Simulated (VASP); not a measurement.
Wanted: the native input for a VASP 6.6.1 run.

| Item | Value |
| --- | --- |
| Task | single point |
| Functional | PBE |
| Potentials or basis | VASP PAW PBE potentials, release 64 (Sb, As, C) |
| Cutoff | 520 eV |
| k mesh | 6 × 6 × 2 |
| Occupations | gaussian, width 0.1 eV |
| Spin | no spin polarisation |
| Dipole correction | no |
| Further INCAR settings | ALGO = Normal; EDIFF = 1e-06; NBANDS = 35 |

The structure of Sb2As2C lies in POSCAR:

```
Sb2As2C
1.0
    5.0556766600      0.0000000000      0.0000000000
   -2.5278383300      4.3783444200      0.0000000000
    0.0000000000      0.0000000000     12.7267794900
Sb As C
4 4 2
Direct
    0.3333333300      0.6666666700      0.5975073000
    0.6666666700      0.3333333300      0.0975073000
    0.6666666700      0.3333333300      0.4024927000
    0.3333333300      0.6666666700      0.9024927000
    0.0000000000      0.0000000000      0.8755957600
    0.0000000000      0.0000000000      0.3755957600
    0.0000000000      0.0000000000      0.1244042400
    0.0000000000      0.0000000000      0.6244042400
    0.0000000000      0.0000000000      0.2500000000
    0.0000000000      0.0000000000      0.7500000000
```

The input as run:

INCAR

```
  PREC = Accurate
  ENCUT = 520
  EDIFF = 1E-6
  ISMEAR = 0
  SIGMA = 0.1
  LREAL = False
  LASPH = True
  NELM = 80
  ALGO = Normal
  ISIF = 2
  LWAVE = False
  LCHARG = False
  GGA = PE
  NBANDS = 35
```

KPOINTS

```
regular mesh
0
Gamma
  6 6 2
```

Potentials or basis: VASP PAW PBE potentials, release 64 (Sb, As, C).

Command:

```sh
$ cat potpaw_PBE.64/Sb/POTCAR potpaw_PBE.64/As/POTCAR potpaw_PBE.64/C/POTCAR > POTCAR
$ mpirun -np 1 vasp_std > vasp.out
```

It gave:

```
Pressure               : 9.3 GPa
Largest force          : 7.961 eV/Å
Band gap on the k mesh : zero (band 24 reaches 4.23 eV, above the bottom of band 25 at 3.17 eV)
```

Caveat: spin-orbit coupling is left out, which moves the levels of the heavy elements; forces of over 1 eV/Å act on the atoms, so gaps and moduli don't describe the material at rest.

Wall time 94 s on 1 thread of Intel(R) Xeon(R) 6975P-C (Granite Rapids) (shared host), peak memory 0.46 GiB.
